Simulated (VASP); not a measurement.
# Sn4Te (P4/mmm) in VASP: a series of runs

The runs below take Sn4Te through single point, relaxation of cell and atoms, with PBE.

Program: VASP 6.6.1. These are calculated values, not measurements. Logs are shortened: lines on timing, memory, paths and dates and some standing lists are left out, and cuts for length are marked.

## (1) The cell of the first run

It takes space group P4/mmm (No. 123, tetragonal). The conventional cell has a = 6.095 Å, b = 6.095 Å, c = 4.662 Å, α = 90.00°, β = 90.00°, γ = 90.00°. Within 3.3 Å of Sn (site symmetry m2m) lie 2 Sn at 2.53 Å and 2 Te at 2.94 Å. Te (site symmetry 4/mmm) has 8 Sn at 2.94 Å within 3.9 Å.

The cell was built from a structure type or drawn by symmetry, and may not be a known phase.

## (2) Single point, PBE

Contents of INCAR:

```
PREC = Accurate
ENCUT = 520
EDIFF = 1E-6
ISMEAR = 0
SIGMA = 0.1
LREAL = False
LASPH = True
NELM = 60
ALGO = Fast
ISIF = 2
LWAVE = False
LCHARG = False
GGA = PE
NBANDS = 39
```

Contents of KPOINTS:

```
Automatic mesh
0
Gamma
  4 4 4
```

Contents of POSCAR:

```
Sn4Te
1.0
    6.0953974700      0.0000000000      0.0000000000
    0.0000000000      6.0953974700      0.0000000000
    0.0000000000      0.0000000000      4.6620188600
Sn Te
4 1
Direct
    0.7078659600      0.7078659600      0.0000000000
    0.2921340400      0.2921340400      0.0000000000
    0.7078659600      0.2921340400      0.0000000000
    0.2921340400      0.7078659600      0.0000000000
    0.5000000000      0.5000000000      0.5000000000
```

Potentials or basis: VASP PAW PBE potentials, release 64 (Sn_d, Te).

Launch:

```
$ cat potpaw_PBE.64/Sn_d/POTCAR potpaw_PBE.64/Te/POTCAR > POTCAR
$ mpirun -np 1 vasp_std > vasp.out
```

OUTCAR:

```text
PREC = Accurate
   ENCUT = 520
   EDIFF = 1E-6
   ISMEAR = 0
   LREAL = False
   LASPH = True
   NELM = 60
   ISIF = 2
   GGA = PE

 ion  position               nearest neighbor table
   1  0.708  0.708  0.000-   3 2.53   4 2.53   5 2.94   5 2.94   4 3.56   3 3.56   2 3.58
   2  0.292  0.292  0.000-   3 2.53   4 2.53   5 2.94   5 2.94   4 3.56   3 3.56   1 3.58
   3  0.708  0.292  0.000-   1 2.53   2 2.53   5 2.94   5 2.94   2 3.56   1 3.56   4 3.58
   4  0.292  0.708  0.000-   1 2.53   2 2.53   5 2.94   5 2.94   2 3.56   1 3.56   3 3.58
   5  0.500  0.500  0.500-   1 2.94   2 2.94   3 2.94   4 2.94   1 2.94   2 2.94   3 2.94   4 2.94

  LATTYP: Found a simple tetragonal cell.
 ALAT       =     6.0953974700
 C/A-ratio  =     0.7648424706

  Lattice vectors:

 A1 = (   6.0953974700,   0.0000000000,   0.0000000000)
 A2 = (   0.0000000000,   6.0953974700,   0.0000000000)
 A3 = (   0.0000000000,   0.0000000000,   4.6620188600)

Analysis of symmetry for initial positions (statically):
=====================================================================
 Subroutine PRICEL returns:
 Original cell was already a primitive cell.

 Routine SETGRP: Setting up the symmetry group for a
 simple tetragonal supercell.

 Subroutine GETGRP returns: Found 16 space group operations
 (whereof 16 operations were pure point group operations)
 out of a pool of 16 trial point group operations.

The static configuration has the point symmetry D_4h.

Analysis of symmetry for dynamics (positions and initial velocities):
=====================================================================
 Subroutine PRICEL returns:
 Original cell was already a primitive cell.

 Routine SETGRP: Setting up the symmetry group for a
 simple tetragonal supercell.

 Subroutine GETGRP returns: Found 16 space group operations
 (whereof 16 operations were pure point group operations)
 out of a pool of 16 trial point group operations.

The dynamic configuration has the point symmetry D_4h.

 Subroutine INISYM returns: Found 16 space group operations
 (whereof 16 operations are pure point group operations),
 and found     1 'primitive' translations

----------------------------------------------------------------------------------------

                                     Primitive cell

  volume of cell :     173.2120

  direct lattice vectors                    reciprocal lattice vectors
     6.095397470  0.000000000  0.000000000     0.164058210  0.000000000  0.000000000
     0.000000000  6.095397470  0.000000000     0.000000000  0.164058210  0.000000000
     0.000000000  0.000000000  4.662018860     0.000000000  0.000000000  0.214499347

  length of vectors
     6.095397470  6.095397470  4.662018860     0.164058210  0.164058210  0.214499347

  position of ions in fractional coordinates (direct lattice)
     0.707865960  0.707865960  0.000000000
     0.292134040  0.292134040  0.000000000
     0.707865960  0.292134040  0.000000000
     0.292134040  0.707865960  0.000000000
     0.500000000  0.500000000  0.500000000

  ion indices of the primitive-cell ions
   primitive index   ion index
                 1           1
                 2           2
                 3           3
                 4           4
                 5           5

----------------------------------------------------------------------------------------

 KPOINTS: Automatic mesh

Automatic generation of k-mesh.
 Grid dimensions read from file:
 generate k-points for:    4    4    4

 Generating k-lattice:

  Cartesian coordinates                     Fractional coordinates (reciprocal lattice)
     0.041014553  0.000000000  0.000000000     0.250000000  0.000000000  0.000000000
     0.000000000  0.041014553  0.000000000     0.000000000  0.250000000  0.000000000
     0.000000000  0.000000000  0.053624837     0.000000000  0.000000000  0.250000000

  Length of vectors
     0.041014553  0.041014553  0.053624837

  Shift w.r.t. Gamma in fractional coordinates (k-lattice)
     0.000000000  0.000000000  0.000000000

 Subroutine IBZKPT returns following result:
 ===========================================

 Found     18 irreducible k-points:

 Following reciprocal coordinates:
            Coordinates               Weight
  0.000000  0.000000  0.000000      1.000000
  0.250000  0.000000  0.000000      4.000000
  0.500000  0.000000  0.000000      2.000000
  0.250000  0.250000  0.000000      4.000000
  0.500000  0.250000  0.000000      4.000000
  0.500000  0.500000  0.000000      1.000000
[... 10 lines left out ...]
  0.500000  0.250000  0.500000      4.000000
  0.500000  0.500000  0.500000      1.000000
   k-points           NKPTS =     18   k-points in BZ     NKDIM =     18   number of bands    NBANDS=     39
   number of dos      NEDOS =    301   number of ions     NIONS =      5
   total plane-waves  NPLWV =  82944
   dimension x,y,z NGX =    48 NGY =   48 NGZ =   36
   dimension x,y,z NGXF=    96 NGYF=   96 NGZF=   72
   ions per type =               4   1
   NGX,Y,Z   is equivalent  to a cutoff of  13.09, 13.09, 12.84 a.u.
   NGXF,Y,Z  is equivalent  to a cutoff of  26.18, 26.18, 25.67 a.u.
 SYSTEM =  unknown system
   PREC   = accura    normal or accurate (medium, high low for compatibility)
   ISTART =      0    job   : 0-new  1-cont  2-samecut
   ICHARG =      2    charge: 1-file 2-atom 10-const
   ISPIN  =      1    spin polarized calculation?
   LNONCOLLINEAR =      F non collinear calculations
   LSORBIT =      F    spin-orbit coupling
   LASPH  =      T    aspherical Exc in radial PAW
   ENCUT  =  520.0 eV  38.22 Ry    6.18 a.u.  11.33 11.33  8.67*2*pi/ulx,y,z
   NELM   =     60;   NELMIN=  2; NELMDL= -5     # of ELM steps
   EDIFF  = 0.1E-05   stopping-criterion for ELM
   LREAL  =      F    real-space projection
   EDIFFG = 0.1E-04   stopping-criterion for IOM
   NSW    =      0    number of steps for IOM
   IBRION =     -1    ionic relax: 0-MD 1-quasi-New 2-CG
   NFREE  =      0    steps in history (QN), initial steepest desc. (CG)
   ISIF   =      2    stress and relaxation
   ISYM   =      2    0-nonsym 1-usesym 2-fastsym
   POTIM  = 0.5000    time-step for ionic-motion
   TEBEG  =    0.0;   TEEND  =   0.0 temperature during run
   PSTRESS=    0.0 pullay stress
   NELECT =      62.0000    total number of electrons
   NUPDOWN=      -1.0000    fix difference up-down
   EMIN   =  10.00;   EMAX   =-10.00  energy-range for DOS
   EFERMI =   0.00;   METHOD = LEGACY
   ISMEAR =     0;   SIGMA  =   0.10  broadening in eV -4-tet -1-fermi 0-gaus
   EFERMI_NEDOS =   21; number of points for ismear=-14 and -15
   IALGO  =     68    algorithm
   IMIX   =      4    mixing-type and parameters
     AMIX     =   0.40;   BMIX     =  1.00
     AMIX_MAG =   1.60;   BMIX_MAG =  1.00
  volume/ion in A,a.u.               =      34.64       233.78
  Fermi-wavevector in a.u.,A,eV,Ry     =   1.162374  2.196569 18.383025  1.351114
  Thomas-Fermi vector in A             =   2.298936
   LORBIT       =      0    0 simple, 1 ext, 2 COOP (PROOUT), +10 PAW based schemes
   GGA     = PE    functional components
   LHFCALC =     F    Hartree Fock is set to
   AEXX    =    0.0000 exact exchange contribution
   IVDW    =     0    specifies the selected vdW correction
   LEPSILON=     F    determine dielectric tensor
   LRPA    =     F    only Hartree local field effects (RPA)
 non-spin polarized calculation
 RMM-DIIS sequential band-by-band and
 Gauss-broadening in eV      SIGMA  =   0.10
  energy-cutoff  :      520.00
  volume of cell :      173.21
 maximum number of plane-waves:      4701
 NGX is ok and might be reduce to    48
   NGX = 23   NGY = 23   NGZ = 17

 number of electron      62.0000017 magnetization

 Free energy of the ion-electron system (eV)
  ---------------------------------------------------
  ext. energy  EPLUGINS =         0.00000000
  ---------------------------------------------------
  free energy    TOTEN  =       -13.18618665 eV

  energy without entropy =      -13.16983038  energy(sigma->0) =      -13.17800851

 E-fermi :   5.6462     XC(G=0):  -8.5959

 val. band max:        5.6433547089   @ k =   0.5000   0.0000   0.5000
 cond. band min:       5.6991584976   @ k =   0.2500   0.2500   0.0000
 fundamental gap:      0.0558037887
 Fermi energy:         5.6461686388

 k-point     1 :       0.0000    0.0000    0.0000
  band No.  band energies     occupation
      1     -16.6519      2.00000
      2     -16.4086      2.00000
      3     -16.4086      2.00000
      4     -16.3849      2.00000
      5     -16.3048      2.00000
      6     -16.2896      2.00000
[... 31 lines left out ...]
     38      10.2927      0.00000
     39      11.3688      0.00000

 k-point     2 :       0.2500    0.0000    0.0000
  band No.  band energies     occupation
      1     -16.6402      2.00000
      2     -16.4102      2.00000
      3     -16.3913      2.00000
      4     -16.3790      2.00000
      5     -16.2965      2.00000
      6     -16.2867      2.00000
[... 31 lines left out ...]
     38      10.0279      0.00000
     39      10.8589      0.00000

 k-point     3 :       0.5000    0.0000    0.0000
  band No.  band energies     occupation
      1     -16.6284      2.00000
      2     -16.4117      2.00000
      3     -16.3732      2.00000
      4     -16.3728      2.00000
      5     -16.2873      2.00000
      6     -16.2840      2.00000
[... 31 lines left out ...]
     38      10.5471      0.00000
     39      10.8413      0.00000

 k-point     4 :       0.2500    0.2500    0.0000
  band No.  band energies     occupation
      1     -16.6279      2.00000
      2     -16.3930      2.00000
      3     -16.3927      2.00000
      4     -16.3735      2.00000
      5     -16.2884      2.00000
      6     -16.2839      2.00000
[... 31 lines left out ...]
     38       9.6591      0.00000
     39      10.7715      0.00000
[... 502 lines left out ...]
     38       9.9947      0.00000
     39      10.0866      0.00000

 k-point    17 :       0.5000    0.2500    0.5000
  band No.  band energies     occupation
      1     -16.6155      2.00000
      2     -16.3925      2.00000
      3     -16.3730      2.00000
      4     -16.3672      2.00000
      5     -16.3020      2.00000
      6     -16.2686      2.00000
[... 31 lines left out ...]
     38      10.1274      0.00000
     39      10.5219      0.00000

 k-point    18 :       0.5000    0.5000    0.5000
  band No.  band energies     occupation
      1     -16.6025      2.00000
      2     -16.3741      2.00000
      3     -16.3741      2.00000
      4     -16.3624      2.00000
      5     -16.2992      2.00000
      6     -16.2599      2.00000
[... 31 lines left out ...]
     38       8.8097      0.00000
     39       9.6604      0.00000

------------------------ aborting loop because EDIFF is reached ----------------------------------------

  FORCE on cell =-STRESS in cart. coord.  units (eV):
  Direction    XX          YY          ZZ          XY          YZ          ZX
  --------------------------------------------------------------------------------------
  -------------------------------------------------------------------------------------
  Total       20.3166972     20.3166972     18.6118762      0.0000000      0.0000000      0.0000000
  in kB      187.9254523    187.9254523    172.1561928      0.0000000      0.0000000      0.0000000
  external PRESSURE =     182.6690325 kB  Pullay stress =       0.0000000 kB

 VOLUME and BASIS-vectors are now :
 -----------------------------------------------------------------------------
  energy-cutoff  :      520.00
  volume of cell :      173.21
      direct lattice vectors                 reciprocal lattice vectors
     6.095397470  0.000000000  0.000000000     0.164058210  0.000000000  0.000000000
     0.000000000  6.095397470  0.000000000     0.000000000  0.164058210  0.000000000
     0.000000000  0.000000000  4.662018860     0.000000000  0.000000000  0.214499347

 POSITION                                       TOTAL-FORCE (eV/Angst)
 -----------------------------------------------------------------------------------
      4.31472      4.31472      0.00000         4.330457      4.330457     -0.000000
      1.78067      1.78067      0.00000        -4.330457     -4.330457     -0.000000
      4.31472      1.78067      0.00000         4.330457     -4.330457     -0.000000
      1.78067      4.31472      0.00000        -4.330457      4.330457      0.000000
      3.04770      3.04770      2.33101         0.000000      0.000000     -0.000000
 -----------------------------------------------------------------------------------
    total drift:                                0.000000      0.000000     -0.000000

  FREE ENERGIE OF THE ION-ELECTRON SYSTEM (eV)
  ---------------------------------------------------
  free  energy   TOTEN  =       -13.1861866479 eV

  energy  without entropy=      -13.1698303782  energy(sigma->0) =      -13.17800851
```

Run time: 55 s. Hardware: 1 thread of Intel Xeon 6975P-C (Granite Rapids), shared host; peak memory 0.33 GiB.

Results:

```
Free energy            : -13.1862 eV
Pressure               : 18.3 GPa
Largest force          : 6.124 eV/Å
Band gap on the k mesh : zero (bands 31 and 32 overlap by 1.84 eV)
```

Forces in eV/Å, atoms in the order of the input:
```
Sn   4.330  4.330  0.000
Sn  -4.330 -4.330  0.000
Sn   4.330 -4.330  0.000
Sn  -4.330  4.330  0.000
Te   0.000  0.000  0.000
```

Stress tensor (GPa, compression positive):
```
18.79  0.00  0.00
 0.00 18.79  0.00
 0.00  0.00 17.22
```

Levels at points of the mesh, in eV from the Fermi level:
```tsv
k point	band 28	band 29	band 30	band 31	band 32	band 33	band 34	band 35
(0.00, 0.00, 0.00)	-2.88	-1.63	-1.63	-0.12	-0.12	0.26	0.26	2.49
(0.50, 0.00, 0.00)	-2.70	-1.10	-0.87	-0.82	-0.40	0.50	1.88	2.31
(0.50, 0.50, 0.00)	-1.80	-1.16	-0.51	-0.13	-0.13	1.25	1.25	2.30
(0.00, 0.00, 0.50)	-3.69	-2.47	-0.94	-0.66	-0.66	1.61	1.73	2.46
(0.50, 0.00, 0.50)	-3.86	-1.64	-1.32	0.00	0.90	1.85	1.96	2.19
(0.50, 0.50, 0.50)	-1.45	-0.88	-0.15	1.00	1.00	1.29	2.67	2.82
```

Caveat: the cell stands under pressure; spin-orbit coupling is left out, which moves the levels of the heavy elements; forces of over 1 eV/Å act on the atoms, so gaps and moduli don't describe the material at rest.

## (3) Single point, PBE

This run uses another cell than the first one, of 38.05 Å³/atom.

Contents of INCAR:

```
ALGO = Fast
EDIFF = 1E-6
ENCUT = 520
GGA = PE
ISIF = 2
ISMEAR = 0
LASPH = True
LCHARG = False
LREAL = False
LWAVE = False
NBANDS = 39
NELM = 80
PREC = Accurate
SIGMA = 0.1
```

Contents of KPOINTS:

```
k-points
0
Gamma
  4 4 4
```

Contents of POSCAR:

```
Sn4Te
1.0
    6.0773992606      0.0000000000      0.0000000000
    0.0000000000      6.0773992606      0.0000000000
    0.0000000000      0.0000000000      5.1503452102
Sn Te
4 1
Direct
    0.7517338265      0.7517338265      0.0000000000
    0.2482661735      0.2482661735      0.0000000000
    0.7517338265      0.2482661735      0.0000000000
    0.2482661735      0.7517338265      0.0000000000
    0.5000000000      0.5000000000      0.5000000000
```

Potentials or basis: VASP PAW PBE potentials, release 64 (Sn_d, Te).

Launch:

```
$ cat potpaw_PBE.64/Sn_d/POTCAR potpaw_PBE.64/Te/POTCAR > POTCAR
$ mpirun -np 1 vasp_std > vasp.out
```

Wall time 57 s (1 thread of Intel Xeon 6975P-C (Granite Rapids), shared host); peak memory 0.35 GiB.

The run converged. Its results:

| Property | Result |
| --- | --- |
| Free energy | -17.3403 eV |
| Pressure | -0.1 GPa |
| Band gap on the k mesh | zero (bands 31 and 32 overlap by 2.35 eV) |

Forces on the atoms (eV/Å):
```
Sn   0.002  0.002  0.000
Sn  -0.002 -0.002  0.000
Sn   0.002 -0.002  0.000
Sn  -0.002  0.002  0.000
Te   0.000  0.000  0.000
```

Stress tensor (GPa, compression positive):
```
-0.17  0.00  0.00
 0.00 -0.17  0.00
 0.00  0.00  0.10
```

Levels at points of the mesh, in eV from the Fermi level:
| k point | band 27 | band 28 | band 29 | band 30 | band 31 | band 32 | band 33 | band 34 | band 35 | band 36 |
| --- | --- | --- | --- | --- | --- | --- | --- | --- | --- | --- |
| (0.00, 0.00, 0.00) | -3.51 | -3.03 | -2.32 | -2.32 | -0.03 | -0.03 | 0.66 | 0.66 | 0.83 | 2.73 |
| (0.50, 0.00, 0.00) | -3.46 | -2.71 | -1.30 | -0.83 | -0.77 | 0.52 | 0.91 | 1.45 | 2.02 | 2.16 |
| (0.50, 0.50, 0.00) | -1.78 | -1.78 | 0.04 | 0.04 | 0.36 | 1.03 | 1.11 | 1.52 | 1.52 | 1.79 |
| (0.00, 0.00, 0.50) | -2.97 | -2.97 | -2.86 | -1.75 | -1.43 | -1.43 | 0.56 | 2.28 | 2.47 | 2.47 |
| (0.50, 0.00, 0.50) | -3.60 | -2.90 | -2.81 | -0.36 | -0.16 | 0.50 | 0.71 | 0.77 | 1.95 | 3.46 |
| (0.50, 0.50, 0.50) | -3.32 | -0.96 | -0.78 | 0.91 | 0.91 | 1.21 | 1.23 | 1.39 | 2.04 | 2.19 |

Caveat: spin-orbit coupling is left out, which moves the levels of the heavy elements.

(Part 1 of 2 ends here.)
